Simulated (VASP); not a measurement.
Input of a VASP 6.6.1 run:

File POSCAR:

```
HfO2
1.0
   -4.8385696590      0.0000000000      3.2205022330
    4.8385696590      0.0000000000      3.2205022330
    0.0000000000      4.8385696590     -3.2205022330
Hf O
4 8
Direct
    0.0000000000      0.5000000000      0.5000000000
    0.5000000000      0.0000000000      0.5000000000
    0.2500000000      0.2500000000      0.0000000000
    0.7500000000      0.7500000000      0.0000000000
    0.2500000000      0.9448832834      0.6948832834
    0.7500000000      0.4448832834      0.6948832834
    0.6948832834      0.5000000000      0.1948832834
    0.1948832834      0.0000000000      0.1948832834
    0.3051167166      0.5000000000      0.8051167166
    0.8051167166      0.0000000000      0.8051167166
    0.2500000000      0.5551167166      0.3051167166
    0.7500000000      0.0551167166      0.3051167166
```

File INCAR.step1:

```
PREC = Accurate
ENCUT = 520
ISMEAR = 0
SIGMA = 0.02
LREAL = False
LASPH = True
NELM = 80
NBANDS = 56
GGA = PE
ALGO = Normal
EDIFF = 1E-4
LWAVE = True
LCHARG = False
```

The input INCAR.step2:

```
PREC = Accurate
ENCUT = 520
EDIFF = 1E-6
ISMEAR = 0
SIGMA = 0.02
LREAL = False
LASPH = True
NELM = 80
ALGO = Normal
ISIF = 2
LWAVE = False
LCHARG = False
METAGGA = R2SCAN
LMIXTAU = True
NBANDS = 56
ISTART = 1
```

The input KPOINTS:

```
Automatic mesh
0
Gamma
  6 6 6
```

Potentials or basis: VASP PAW PBE potentials, release 64 (Hf_pv, O).

The run is started by

```sh
$ cat potpaw_PBE.64/Hf_pv/POTCAR potpaw_PBE.64/O/POTCAR > POTCAR
$ cp INCAR.step1 INCAR
$ mpirun -np 1 vasp_std > vasp.out
$ cp INCAR.step2 INCAR
$ mpirun -np 1 vasp_std > vasp.out
```

Question: Predict the pressure.

Answer: -3.2 GPa.

Question: Estimate the largest force.

Answer: 0.047 eV/Å.

Forces on the atoms (eV/Å):
```
Hf   0.000  0.000  0.000
Hf   0.000  0.000  0.000
Hf   0.000  0.000  0.000
Hf   0.000  0.000  0.000
O   -0.033 -0.033  0.000
O   -0.033 -0.033  0.000
O    0.033 -0.033  0.000
O    0.033 -0.033  0.000
O   -0.033  0.033  0.000
O   -0.033  0.033  0.000
O    0.033  0.033  0.000
O    0.033  0.033  0.000
```

Caveat: the cell stands under tension; the PAW data sets were made with another functional, which shifts forces and pressure a little.
